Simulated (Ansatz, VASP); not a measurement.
# One calculation of WSe2, two programs

Contents of INCAR:

```
ALGO = Normal
DIPOL = 0.5 0.5 0.500
EDIFF = 1E-6
EDIFFG = -0.003
ENCUT = 520
GGA = PS
IBRION = 2
IDIPOL = 3
ISIF = 2
ISMEAR = 0
LASPH = T
LCHARG = F
LDIPOL = T
LREAL = F
LUSENCCL = F
LWAVE = F
NELM = 100
NSW = 100
PREC = Accurate
SIGMA = 0.02
```

File KPOINTS:

```
k-points
0
Gamma
  12 12 1
```

POSCAR

```
WSe2
1.0
    3.2491800000      0.0000000000      0.0000000000
   -1.6245900000      2.8138724215      0.0000000000
    0.0000000000      0.0000000000     21.3500000000
Se W
2 1
Direct
    0.6666666667      0.3333333333      0.4215456674
    0.6666666667      0.3333333333      0.5784543326
    0.3333333333      0.6666666667      0.5000000000
```

Input for Ansatz:

```yaml
crystal:
  lattice:
    - [3.24918, 0.0, 0.0]
    - [-1.62459, 2.8138724215, 0.0]
    - [0.0, 0.0, 21.35]
  atoms:
    - { symbol: Se, position: [0.6666666667, 0.3333333333, 0.4215456674] }
    - { symbol: W, position: [0.3333333333, 0.6666666667, 0.5] }
    - { symbol: Se, position: [0.6666666667, 0.3333333333, 0.5784543326] }
  periodic: [true, true, false]
scf:
  occupations: { method: gaussian, width: 0.02 }
  n_extra_bands: 6
output:
  forces: true
  stress: false
  write_density: true
  write_potential: true
  elf: true
  volumetric_format: npy
kpoints:
  mp_grid: { grid: [12, 12, 1] }
hamiltonian:
  xc: pbesol
relax:
  f_tol: 0.003
  max_steps: 100
```

Alike in both runs: task relaxation of the atoms; functional PBEsol; k mesh 12 × 12 × 1; occupations gaussian, width 0.02 eV; no spin polarisation.

|  | VASP | Ansatz |
| --- | --- | --- |
| version | VASP 6.6.1 | Ansatz 0.2.0 |
| potentials or method | VASP PAW PBE potentials, release 64 (Se, W_sv) | scalar-relativistic, plane waves, PAW |
| plane-wave cutoff (eV) | 520 | 420 |
| valence electrons in the cell | 26 | 46 |

VASP gave:

| Quantity | Value |
| --- | --- |
| gap on the k mesh at the Fermi level, each at its own relaxed structure (eV) | 1.64 |

Question: Estimate Ansatz's values.

Answer: gap on the k mesh at the Fermi level, each at its own relaxed structure (eV): 1.65.

VASP's potentials were made for PBE, not for PBEsol. VASP's potentials hold 26 valence electrons a cell and Ansatz's 46, so a difference there can come from the potentials and not from the codes. Ansatz's warnings: slab cell height set, xc potential rough in thin density.

Neither program's run includes spin-orbit coupling.
